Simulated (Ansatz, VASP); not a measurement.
**Ca3SiS: VASP beside Ansatz**

```xyz
5
Lattice="5.5095 0.0000 0.0000 0.0000 5.5095 0.0000 0.0000 0.0000 5.5095" Properties=species:S:1:pos:R:3 pbc="T T T"
Ca    0.0000    2.7548    2.7548
Ca    2.7548    0.0000    2.7548
Ca    2.7548    2.7548    0.0000
Si    2.7548    2.7548    2.7548
S     0.0000    0.0000    0.0000
```

Alike in both runs: functional PBE; k mesh 8 × 8 × 8; occupations gaussian, width 0.1 eV; no spin polarisation.

Ansatz relaxed the structure, and its values are those at the end. VASP's run is a single point on that final structure, the one shown.

```csv
,VASP,Ansatz
version,VASP 6.6.1,Ansatz 0.2.0
potentials or method,"VASP PAW PBE potentials, release 64 (Ca_sv, Si, S), cutoff 500 eV","scalar-relativistic, plane waves, PAW"
valence electrons in the cell,40,40
```

|  | VASP | Ansatz | Ansatz less VASP |
| --- | --- | --- | --- |
| gap on the k mesh at the Fermi level (eV) | none | none | - |
| pressure (GPa) | 0.1 | 0.0 | -0.05 |

A gap of «none» marks a metal or a gap that the smearing closes.
